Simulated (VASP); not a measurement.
Input of a VASP 6.6.1 run:

File INCAR:

```
PREC = Accurate ; ENCUT = 600
EDIFF = 1E-6 ; ISMEAR = 0
SIGMA = 0.1 ; LREAL = False
LASPH = True ; NELM = 60
ALGO = Normal ; ISIF = 3
LWAVE = False ; LCHARG = False
GGA = PE ; IBRION = 2
NSW = 90 ; EDIFFG = -0.04
```

KPOINTS

```
regular mesh
0
Gamma
  4 4 4
```

POSCAR

```
Na3LiB5
1.0
    4.8012090200      0.0000000000      0.0000000000
    0.0000000000      4.8012090200      0.0000000000
    0.0000000000      0.0000000000      4.2961012400
Na Li B
3 1 5
Direct
    0.5000000000      0.5000000000      0.5000000000
    0.0000000000      0.5000000000      0.1913696000
    0.5000000000      0.0000000000      0.8086304000
    0.0000000000      0.0000000000      0.0000000000
    0.1969920600      0.5000000000      0.8114991500
    0.8030079400      0.5000000000      0.8114991500
    0.5000000000      0.8030079400      0.1885008500
    0.5000000000      0.1969920600      0.1885008500
    0.0000000000      0.0000000000      0.5000000000
```

Potentials or basis: VASP PAW PBE potentials, release 64 (Na_pv, Li_sv, B).

The run is started by

```bash
$ cat potpaw_PBE.64/Na_pv/POTCAR potpaw_PBE.64/Li_sv/POTCAR potpaw_PBE.64/B/POTCAR > POTCAR
$ mpirun -np 1 vasp_std > vasp.out
```

Q: Predict the relaxed volume.

A: 13.86 Å³/atom.

Q: What does it give for the relaxed cell?

A: a = 4.087 Å, b = 4.087 Å, c = 7.469 Å, α = 90.00°, β = 90.00°, γ = 90.00°.

Q: What does it give for the space group after relaxing (to 0.05 Å)?

A: P-4m2 (No. 115).

Final structure:
```xyz
9
Lattice="4.0869 0.0000 0.0000 0.0000 4.0869 0.0000 0.0000 0.0000 7.4687" Properties=species:S:1:pos:R:3 pbc="T T T"
Na    2.0435    2.0435    3.7343
Na    0.0000    2.0435    2.0436
Na    2.0435    0.0000    5.4251
Li    0.0000    0.0000    0.0000
B     0.8944    2.0435    7.2034
B     3.1925    2.0435    7.2034
B     2.0435    3.1925    0.2653
B     2.0435    0.8944    0.2653
B     0.0000    0.0000    3.7343
```

Caveat: the k points lie up to 0.38 Å⁻¹ apart in the final cell; the cutoff is under 1.25 times the usual one of these potentials, so pressure, stress and relaxed cells hold a basis-set (Pulay) error; the volume moved by over 15 % at a fixed basis, so the end points are rough.
